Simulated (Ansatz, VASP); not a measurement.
## HfO2: VASP beside Ansatz

The input INCAR:

```
SYSTEM = HfO2
  PREC = Accurate
  ENCUT = 520
  EDIFF = 1E-6
  ISMEAR = 0
  SIGMA = 0.01
  LREAL = .FALSE.
  LASPH = .TRUE.
  NELM = 100
  ALGO = Normal
  ISIF = 2
  LWAVE = .FALSE.
  LCHARG = .FALSE.
  GGA = PS
  NBANDS = 31
```

KPOINTS

```
regular mesh
0
G
  2 2 4
  0 0 0
```

File POSCAR:

```
HfO2
1.0
    4.8135330000      0.0000000000      0.0000000000
    0.0000000000      4.8135330000      0.0000000000
    0.0000000000      0.0000000000      3.2054150000
Hf O
2 4
Direct
    0.0000000000      0.0000000000      0.0000000000
    0.5000000000      0.5000000000      0.5000000000
    0.1949550000      0.8050450000      0.5000000000
    0.3050450000      0.3050450000      0.0000000000
    0.6949550000      0.6949550000      0.0000000000
    0.8050450000      0.1949550000      0.5000000000
```

Input for Ansatz:

```yaml
crystal:
  lattice:
    - [4.813533, 0.0, 0.0]
    - [0.0, 4.813533, 0.0]
    - [0.0, 0.0, 3.205415]
  atoms:
    - { symbol: Hf, position: [0.0, 0.0, 0.0] }
    - { symbol: Hf, position: [0.5, 0.5, 0.5] }
    - { symbol: O, position: [0.194955, 0.805045, 0.5] }
    - { symbol: O, position: [0.305045, 0.305045, 0.0] }
    - { symbol: O, position: [0.694955, 0.694955, 0.0] }
    - { symbol: O, position: [0.805045, 0.194955, 0.5] }
kpoints:
  mp_grid:
    grid: [2, 2, 4]
hamiltonian:
  xc: pbesol
  pseudopotentials:
    kind: paw
scf:
  occupations:
    method: fixed
output:
  stress: true
```

Alike in both runs: task single point; functional PBEsol; k mesh 2 × 2 × 4; no spin polarisation.

|  | VASP | Ansatz |
| --- | --- | --- |
| version | VASP 6.6.1 | Ansatz 0.2.0 |
| potentials or method | VASP PAW PBE potentials, release 64 (Hf_pv, O) | plane waves, PAW |
| plane-wave cutoff (eV) | 520 | 420 |
| occupations | gaussian, width 0.01 eV | fixed |
| valence electrons in the cell | 44 | 76 |

Ansatz gave:

| Quantity | Value |
| --- | --- |
| pressure (GPa) | 2.0 |
| traceless stress, the component that is largest in VASP (GPa) | 0.10 |

Problem. What did VASP give for the same quantities?

Solution. Pressure (GPa): -0.7; traceless stress, the component that is largest in VASP (GPa): -0.36.

VASP's potentials were made for PBE, not for PBEsol. VASP's potentials hold 44 valence electrons a cell and Ansatz's 76, so a difference there can come from the potentials and not from the codes.

The k mesh is coarse, so the values compare programs but aren't converged. Spin-orbit coupling is off throughout.
